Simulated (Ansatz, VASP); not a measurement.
## Sb in VASP and in Ansatz

```
Sb
1.0
     2.14560    1.23876    3.65874
    -2.14560    1.23876    3.65874
     0.00000   -2.47753    3.65874
Sb
2
Cartesian
  0.0000 0.0000 2.5897
  0.0000 0.0000 8.3865
```

Alike in both runs: task single point; functional LDA; k mesh 9 × 9 × 9; occupations gaussian, width 0.03 eV; no spin polarisation.

|  | VASP | Ansatz |
| --- | --- | --- |
| version | VASP 6.6.1 | Ansatz 0.2.0 |
| potentials or method | VASP PAW LDA potentials, release 64 (Sb), cutoff 520 eV | plane waves (420 eV) with PAW, scalar-relativistic |
| valence electrons in the cell | 10 | 30 |

```csv
,VASP,Ansatz,Ansatz less VASP
pressure (GPa),0.4,0.1,-0.28
"traceless stress, the component that is largest in VASP (GPa)",-0.09,-0.03,+0.053
```

Ansatz warns that its potentials were made for another functional, while VASP's fit it. LDA's correlation is that of Perdew and Zunger in VASP and of Perdew and Wang (1992) in Ansatz. VASP's potentials hold 10 valence electrons a cell and Ansatz's 30, so a difference there can come from the potentials and not from the codes.

Spin-orbit coupling is off throughout.
